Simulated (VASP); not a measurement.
A run of VASP 6.6.1 is set up as follows.

Contents of INCAR:

```
SYSTEM = HgTe
PREC = Accurate ; ENCUT = 500
EDIFF = 1E-6 ; ISMEAR = 0
SIGMA = 0.1 ; LREAL = .False.
LASPH = .True. ; NELM = 120
ALGO = Normal ; ISIF = 2
LWAVE = .False. ; LCHARG = .False.
GGA = PS ; NBANDS = 86
GGA_COMPAT = .False.
```

File KPOINTS:

```
regular mesh
0
Gamma
  6 6 6
  0 0 0
```

The input POSCAR:

```
HgTe
1.0
   -6.5112794202     -6.5112794202      0.0000000000
    0.0000000000     -6.5112794202      6.5112794202
   -6.5112794202      0.0000000000      6.5112794202
Hg Te
8 8
Direct
    0.0000000000      0.0000000000      0.5000000000
    0.5000000000      0.0000000000      0.5000000000
    0.0000000000      0.5000000000      0.5000000000
    0.5000000000      0.5000000000      0.5000000000
    0.0000000000      0.0000000000      0.0000000000
    0.5000000000      0.0000000000      0.0000000000
    0.0000000000      0.5000000000      0.0000000000
    0.5000000000      0.5000000000      0.0000000000
    0.1250000000      0.1250000000      0.1250000000
    0.6250000000      0.1250000000      0.1250000000
    0.1250000000      0.6250000000      0.1250000000
    0.6250000000      0.6250000000      0.1250000000
    0.1250000000      0.1250000000      0.6250000000
    0.6250000000      0.1250000000      0.6250000000
    0.1250000000      0.6250000000      0.6250000000
    0.6250000000      0.6250000000      0.6250000000
```

Potentials or basis: VASP PAW PBE potentials, release 64 (Hg, Te).

Command:

```bash
$ cat potpaw_PBE.64/Hg/POTCAR potpaw_PBE.64/Te/POTCAR > POTCAR
$ mpirun -np 1 vasp_std > vasp.out
```

Task: Estimate the pressure.

Result: 0.1 GPa.

Task: Estimate the band gap on the k mesh.

Result: Zero (filled and empty bands touch).

Caveat: semilocal functionals underestimate gaps, so a narrow gap can read as zero; the PAW data sets were made with another functional, which shifts forces and pressure a little; spin-orbit coupling is left out, which moves the levels of the heavy elements.
